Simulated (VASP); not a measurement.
The system is RbCl (rocksalt type).

```
Rb Cl
1.0
     0.00000    2.91030    2.91030
     2.91030    0.00000    2.91030
     2.91030    2.91030    0.00000
Rb Cl
1 1
Direct
  0.00000 0.00000 0.00000
  0.50000 0.50000 0.50000
```

- Program: VASP 6.6.1
- Task: relaxation of cell and atoms
- Functional: PBE
- Potentials or basis: VASP PAW PBE potentials, release 64 (Rb_sv, Cl)
- Cutoff: 500 eV
- k mesh: 10 × 10 × 10
- Occupations: fermi-dirac, width 0.05 eV
- Spin: no spin polarisation

At the start: pressure 17.3 GPa; volume 24.65 Å³/atom.

Question: How do energy, volume and symmetry change on relaxing?

Answer: Over 5 steps the energy falls by 458.1 meV/atom and the volume is 37.67 Å³/atom (+52.8 %); space group Fm-3m (No. 225, to 0.1 Å) before and after.

Step by step:
| step | energy change (eV) | largest force (eV/Å) | pressure (GPa) | volume (Å³) |
| --- | --- | --- | --- | --- |
| 1 | 0.0000 | 0.0000 | 17.29 | 49.30 |
| 2 | -0.9035 | 0.0000 | 0.99 | 70.82 |
| 3 | -0.9132 | 0.0000 | 0.46 | 73.00 |
| 4 | -0.9135 | 0.0000 | -0.39 | 77.50 |
| 5 | -0.9163 | 0.0000 | -0.02 | 75.34 |

Final structure:
```cif
data_structure
_symmetry_space_group_name_H-M 'P 1'
_symmetry_Int_Tables_number 1
_cell_length_a 4.7408
_cell_length_b 4.7408
_cell_length_c 4.7408
_cell_angle_alpha 60.000
_cell_angle_beta 60.000
_cell_angle_gamma 60.000
_cell_volume 75.34
loop_
_atom_site_label
_atom_site_type_symbol
_atom_site_fract_x
_atom_site_fract_y
_atom_site_fract_z
_atom_site_occupancy
Rb1 Rb 0.00000 0.00000 0.00000 1
Cl1 Cl 0.50000 0.50000 0.50000 1
```

Caveat: the volume moved by over 15 % at a fixed basis, so the end points are rough.
